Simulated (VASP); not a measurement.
Wanted: the native input for a VASP 6.6.1 run.

| Property | Result |
| --- | --- |
| Task | single point |
| Functional | PBE |
| Potentials or basis | VASP PAW PBE potentials, release 64 (Sb) |
| Cutoff | 520 eV |
| k mesh | 19 × 19 × 19 |
| Occupations | fermi-dirac, width 0.1 eV |
| Spin | no spin polarisation |
| Dipole correction | no |
| Further INCAR settings | ALGO = Normal; EDIFF = 1e-06; NBANDS = 8 |

The structure of Sb lies in POSCAR:

```
Sb
1.0
    0.0000000000      2.4562935509      2.4562935509
    2.4562935509      0.0000000000      2.4562935509
    2.4562935509      2.4562935509      0.0000000000
Sb
1
Direct
    0.0000000000      0.0000000000      0.0000000000
```

This cell differs from its parent crystal: volume scaled by 1.08.

The input as run:

INCAR

```
SYSTEM = Sb
  PREC = Accurate
  ENCUT = 520
  EDIFF = 1E-6
  ISMEAR = -1
  SIGMA = 0.1
  LREAL = .FALSE.
  LASPH = .TRUE.
  NELM = 100
  ALGO = Normal
  ISIF = 2
  LWAVE = .FALSE.
  LCHARG = .FALSE.
  GGA = PE
  NBANDS = 8
```

KPOINTS

```
regular mesh
0
G
  19 19 19
  0 0 0
```

Potentials or basis: VASP PAW PBE potentials, release 64 (Sb).

Run with:

```console
$ cat potpaw_PBE.64/Sb/POTCAR > POTCAR
$ mpirun -np 1 vasp_std > vasp.out
```

It gave:

```yaml
Pressure: -3.8 GPa
```

Wall time 33 s on 1 thread of AMD EPYC 7R13 Processor (Zen 3), on a shared host, peak memory 0.16 GiB.
